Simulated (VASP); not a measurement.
# Nb2MoO2 (I4/mmm) in VASP: further runs, part 2 of 2

VASP 6.6.1.

## 5. Single point, PBE, collinear spin

This run uses another cell than the first one, of 12.06 Å³/atom.

INCAR

```
  PREC = Accurate
  ENCUT = 520
  EDIFF = 1E-6
  ISMEAR = 0
  SIGMA = 0.1
  LREAL = False
  LASPH = True
  NELM = 150
  ALGO = Normal
  ISIF = 2
  LWAVE = False
  LCHARG = True
  ISPIN = 2
  MAGMOM = 0 0 1 0 0
  LORBIT = 11
  LMAXMIX = 4
  GGA = PE
  LELF = True
  LVHAR = True
  NBANDS = 38
```

KPOINTS

```
Automatic mesh
0
Gamma
  8 8 8
```

POSCAR

```
Nb2MoO2
1.0
   -1.7910944729      1.7910944729      4.6994062903
    1.7910944729     -1.7910944729      4.6994062903
    1.7910944729      1.7910944729     -4.6994062903
Nb Mo O
2 1 2
Direct
    0.2500000000      0.7500000000      0.5000000000
    0.7500000000      0.2500000000      0.5000000000
    0.0000000000      0.0000000000      0.0000000000
    0.6260000000      0.6260000000      0.0000000000
    0.3740000000      0.3740000000      0.0000000000
```

Potentials or basis: VASP PAW PBE potentials, release 64 (Nb_sv, Mo_sv, O).

On the command line:

```
> cat potpaw_PBE.64/Nb_sv/POTCAR potpaw_PBE.64/Mo_sv/POTCAR potpaw_PBE.64/O/POTCAR > POTCAR
> mpirun -np 1 vasp_std > vasp.out
```

OUTCAR:

```text
PREC = Accurate
   ENCUT = 520
   EDIFF = 1E-6
   ISMEAR = 0
   LREAL = False
   LASPH = True
   NELM = 150
   ISIF = 2
   ISPIN = 2
   LORBIT = 11
   GGA = PE

 ion  position               nearest neighbor table
   1  0.250  0.750  0.500-   5 2.14   4 2.14   5 2.14   4 2.14   2 2.53   2 2.53   2 2.53   2 2.53
                             3 2.95   3 2.95   3 2.95   3 2.95
   2  0.750  0.250  0.500-   5 2.14   4 2.14   5 2.14   4 2.14   1 2.53   1 2.53   1 2.53   1 2.53
                             3 2.95   3 2.95   3 2.95   3 2.95
   3  0.000  0.000  0.000-   2 2.95   1 2.95   2 2.95   1 2.95   1 2.95   2 2.95   1 2.95   2 2.95

   4  0.626  0.626  0.000-   1 2.14   2 2.14   1 2.14   2 2.14
[... 2207 lines left out ...]

 POSITION                                       TOTAL-FORCE (eV/Angst)
 -----------------------------------------------------------------------------------
      1.79109      0.00000      2.34970        -0.000000     -0.000000      0.000000
      0.00000      1.79109      2.34970        -0.000000     -0.000000      0.000000
      0.00000      0.00000      0.00000        -0.000000     -0.000000     -0.000000
      0.00000      0.00000      5.88366         0.000000      0.000000      0.163267
      0.00000      0.00000      3.51516         0.000000      0.000000     -0.163267
 -----------------------------------------------------------------------------------
    total drift:                               -0.000000     -0.000000     -0.000000

  FREE ENERGIE OF THE ION-ELECTRON SYSTEM (eV)
  ---------------------------------------------------
  free  energy   TOTEN  =       -41.7464297066 eV

  energy  without entropy=      -41.7251424722  energy(sigma->0) =      -41.73578609

 total charge

# of ion       s       p       d       tot
------------------------------------------
    1        2.188   6.060   2.770  11.019
    2        2.188   6.060   2.770  11.019
    3        2.250   6.067   4.001  12.318
    4        1.593   3.412   0.000   5.005
    5        1.593   3.412   0.000   5.005
--------------------------------------------------
tot          9.812  25.012   9.542  44.365

 magnetization (x)

# of ion       s       p       d       tot
------------------------------------------
    1       -0.000  -0.000  -0.000  -0.000
    2       -0.000  -0.000  -0.000  -0.000
    3        0.000   0.000   0.002   0.002
    4        0.000   0.000   0.000   0.000
    5        0.000   0.000   0.000   0.000
--------------------------------------------------
tot          0.000   0.000   0.002   0.002
```

OSZICAR:

```text
N       E                     dE             d eps       ncg     rms          rms(c)
DAV:   1     0.605407096453E+03    0.60541E+03   -0.28411E+04  8984   0.144E+03
DAV:   2    -0.196504950426E+01   -0.60737E+03   -0.58205E+03 10038   0.537E+02
DAV:   3    -0.433722685958E+02   -0.41407E+02   -0.39508E+02 14042   0.121E+02
DAV:   4    -0.464913948288E+02   -0.31191E+01   -0.30555E+01 14750   0.265E+01
DAV:   5    -0.465702034458E+02   -0.78809E-01   -0.78652E-01 12874   0.389E+00    0.205E+01
DAV:   6    -0.450227379479E+02    0.15475E+01   -0.33043E+01  9854   0.295E+01    0.168E+01
DAV:   7    -0.425718645094E+02    0.24509E+01   -0.31078E+01 10760   0.202E+01    0.798E+00
DAV:   8    -0.418266275195E+02    0.74524E+00   -0.26320E+00 10832   0.847E+00    0.410E+00
DAV:   9    -0.417392354250E+02    0.87392E-01   -0.37766E-01 12640   0.396E+00    0.128E+00
DAV:  10    -0.417450112592E+02   -0.57758E-02   -0.32521E-02 14006   0.105E+00    0.643E-01
DAV:  11    -0.417462274291E+02   -0.12162E-02   -0.53304E-03 11524   0.477E-01    0.187E-01
DAV:  12    -0.417464301659E+02   -0.20274E-03   -0.51162E-04 14168   0.156E-01    0.521E-02
DAV:  13    -0.417464243762E+02    0.57897E-05   -0.47523E-05 12612   0.395E-02    0.262E-02
DAV:  14    -0.417464273917E+02   -0.30155E-05   -0.26794E-05 10482   0.255E-02    0.120E-02
DAV:  15    -0.417464290825E+02   -0.16908E-05   -0.60425E-06  9460   0.110E-02    0.536E-03
DAV:  16    -0.417464297066E+02   -0.62405E-06   -0.22153E-06  6434   0.653E-03
   1 F= -.41746430E+02 E0= -.41735786E+02  d E =-.212872E-01  mag=     0.0018
```

Wall time 4.1 min (1 thread of Intel Xeon 6975P-C (Granite Rapids), shared host); peak memory 0.42 GiB.

Results:

| Property | Result |
| --- | --- |
| Free energy | -41.7464 eV |
| Pressure | 29.7 GPa |
| Largest force | 0.163 eV/Å |
| Band gap on the k mesh | zero (filled and empty bands overlap) |
| Net moment | 0.00 μB per cell |
| Valence electrons inside the program's atomic spheres | Nb 11.02; Mo 12.32; O 5.00 |

Forces in eV/Å, atoms in the order of the input:
```
Nb   0.000  0.000  0.000
Nb   0.000  0.000  0.000
Mo   0.000  0.000  0.000
O    0.000  0.000  0.163
O    0.000  0.000 -0.163
```

Stress tensor (GPa, compression positive):
```
39.57  0.00  0.00
 0.00 39.57  0.00
 0.00  0.00 10.05
```

Levels at points of the mesh, in eV from the Fermi level:
Spin up:
| k point | band 22 | band 23 | band 24 | band 25 | band 26 | band 27 | band 28 | band 29 | band 30 | band 31 |
| --- | --- | --- | --- | --- | --- | --- | --- | --- | --- | --- |
| (0.00, 0.00, 0.00) | -2.99 | -2.10 | -0.51 | -0.51 | -0.42 | 0.26 | 0.48 | 0.53 | 1.78 | 2.49 |
| (0.50, 0.00, 0.00) | -1.72 | -1.65 | -1.39 | -1.08 | -0.18 | 0.31 | 0.46 | 1.24 | 1.40 | 2.36 |
| (0.50, 0.50, 0.00) | -2.41 | -2.34 | -2.11 | -1.01 | 0.18 | 0.22 | 0.68 | 1.27 | 1.98 | 3.02 |
| (0.50, 0.50, 0.50) | -3.02 | -2.65 | 0.05 | 0.05 | 0.15 | 0.24 | 0.28 | 0.71 | 3.24 | 3.56 |
Spin down:
| k point | band 24 | band 25 | band 26 | band 27 | band 28 | band 29 |
| --- | --- | --- | --- | --- | --- | --- |
| (0.00, 0.00, 0.00) | -0.51 | -0.51 | -0.42 | 0.27 | 0.49 | 0.53 |
| (0.50, 0.00, 0.00) | -1.39 | -1.08 | -0.18 | 0.31 | 0.47 | 1.24 |
| (0.50, 0.50, 0.00) | -2.11 | -1.01 | 0.18 | 0.23 | 0.69 | 1.27 |
| (0.50, 0.50, 0.50) | 0.05 | 0.05 | 0.15 | 0.25 | 0.28 | 0.71 |

Caveat: the stress differs along the axes, from 10 to 40 GPa.

## 6. Summary

| task | spin | cell | k mesh | cutoff (eV) | gap on the mesh (eV) | pressure (GPa) | largest force (eV/Å) |
| --- | --- | --- | --- | --- | --- | --- | --- |
| single point | off | a = 4.826 Å, angles 126.9, 126.9, 78.4°, 5 atoms, atomic positions A | 6 × 6 × 6 | 520 | none | -0.1 | 0.03 |
| relaxation of cell and atoms | off | relaxed from a = 5.339 Å, angles 140.8, 140.8, 56.6°, 5 atoms, atomic positions B | 6 × 6 × 6 | 600 | none | -0.1 | 0.04 |
| single point | off | a = 4.828 Å, angles 127.0, 127.0, 78.3°, 5 atoms, atomic positions A | 12 × 12 × 12 | 520 | none | 0.0 | 0.03 |
| single point | collinear | a = 5.339 Å, angles 140.8, 140.8, 56.6°, 5 atoms, atomic positions B | 8 × 8 × 8 | 520 | none | 29.7 | 0.16 |

Alike in all rows: level PBE; potentials or basis VASP PAW PBE potentials, release 64 (Nb_sv, Mo_sv, O); smearing gaussian 0.1 eV.

Caveats: the stress differs along the axes, from 10 to 40 GPa (at least some runs).

Total energies depend on the potentials used, so only differences within one code and one set of settings carry meaning.
